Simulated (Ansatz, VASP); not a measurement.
**One calculation of BeS, two programs**

```
Be S
1.0
     0.00000    2.41885    2.41885
     2.41885    0.00000    2.41885
     2.41885    2.41885    0.00000
Be S
1 1
Direct
  0.00000 0.00000 0.00000
  0.25000 0.25000 0.25000
```

Alike in both runs: functional PBEsol; k mesh 8 × 8 × 8; occupations gaussian, width 0.02 eV; no spin polarisation.

Ansatz relaxed the structure, and its values are those at the end. VASP's run is a single point on that final structure, the one shown.

|  | VASP | Ansatz |
| --- | --- | --- |
| version | VASP 6.6.1 | Ansatz 0.2.0 |
| potentials or method | VASP PAW PBE potentials, release 64 (Be, S), cutoff 600 eV | scalar-relativistic, plane waves, PAW |
| valence electrons in the cell | 8 | 8 |

|  | VASP | Ansatz | Ansatz less VASP |
| --- | --- | --- | --- |
| gap on the k mesh at the Fermi level (eV) | 2.91 | 2.91 | -0.002 |
| least direct gap on the mesh (eV) | 5.61 | 5.58 | -0.025 |
| pressure (GPa) | 0.2 | 0.0 | -0.21 |

VASP's potentials were made for PBE, not for PBEsol, and Ansatz warns of the same on its side. The functional is the same, so the differences come from potentials, cutoffs and numerics.
